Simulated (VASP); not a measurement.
A run of VASP 6.6.1 is set up as follows.

INCAR

```
ALGO = Normal
EDIFF = 1E-7
EDIFFG = -0.04
ENCUT = 820
GGA = PE
GGA_COMPAT = F
IBRION = 2
ISIF = 3
ISMEAR = 0
LASPH = T
LCHARG = F
LREAL = F
LWAVE = F
NELM = 120
NELMIN = 4
NSW = 90
PREC = Accurate
SIGMA = 0.1
```

File KPOINTS:

```
k-points
0
Gamma
  4 4 4
```

POSCAR

```
BaCu3
1.0
    4.2035369719      0.0000000000      0.0000000000
    0.0000000000      4.2035369719      0.0000000000
    0.0000000000      0.0000000000      4.2035369719
Ba Cu
1 3
Direct
    0.0000000000      0.0000000000      0.0000000000
    0.0000000000      0.5000000000      0.5000000000
    0.5000000000      0.0000000000      0.5000000000
    0.5000000000      0.5000000000      0.0000000000
```

Potentials or basis: VASP PAW PBE potentials, release 64 (Ba_sv, Cu_sv_GW).

Run with:

```bash
$ cat potpaw_PBE.64/Ba_sv/POTCAR potpaw_PBE.64/Cu_sv_GW/POTCAR > POTCAR
$ mpirun -np 1 vasp_std > vasp.out
```

Question: Estimate the relaxed volume.

Answer: 21.69 Å³/atom.

Question: What does it give for the relaxed cell?

Answer: a = 4.427 Å, b = 4.427 Å, c = 4.427 Å, α = 90.00°, β = 90.00°, γ = 90.00°.

Step by step:
```tsv
step	energy change (eV)	largest force (eV/Å)	pressure (GPa)	volume (Å³)
1	0.0000	0.0000	7.76	74.28
2	-0.2622	0.0000	1.08	84.37
3	-0.2683	0.0000	-0.21	86.77
```

Caveat: the k points lie up to 0.35 Å⁻¹ apart in the final cell, too coarse for converged energies and pressures of a metal; the volume moved by over 15 % at a fixed basis, so the end points are rough.
